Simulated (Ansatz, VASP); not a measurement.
**Sc3RhAu in VASP and in Ansatz**

```
Sc Rh Au
1.0
     4.64283    0.00000    0.00000
     0.00000    4.64283    0.00000
     0.00000    0.00000    4.64283
Sc Rh Au
3 1 1
Direct
  0.50000 0.00000 0.00000
  0.00000 0.50000 0.00000
  0.00000 0.00000 0.50000
  0.00000 0.00000 0.00000
  0.50000 0.50000 0.50000
```

Alike in both runs: task single point; functional PBE; k mesh 4 × 4 × 4; occupations gaussian, width 0.1 eV; no spin polarisation.

|  | VASP | Ansatz |
| --- | --- | --- |
| version | VASP 6.6.1 | Ansatz 0.2.0 |
| potentials or method | VASP PAW PBE potentials, release 64 (Sc_sv, Rh_pv, Au), cutoff 520 eV | scalar-relativistic, plane waves, PAW |
| valence electrons in the cell | 59 | 69 |

|  | VASP | Ansatz | Ansatz less VASP |
| --- | --- | --- | --- |
| gap on the k mesh at the Fermi level (eV) | none | none | - |
| pressure (GPa) | 20.1 | 19.5 | -0.54 |

A gap of «none» marks a metal or a gap that the smearing closes. VASP's potentials hold 59 valence electrons a cell and Ansatz's 69, so a difference there can come from the potentials and not from the codes.

Neither program's run includes spin-orbit coupling.
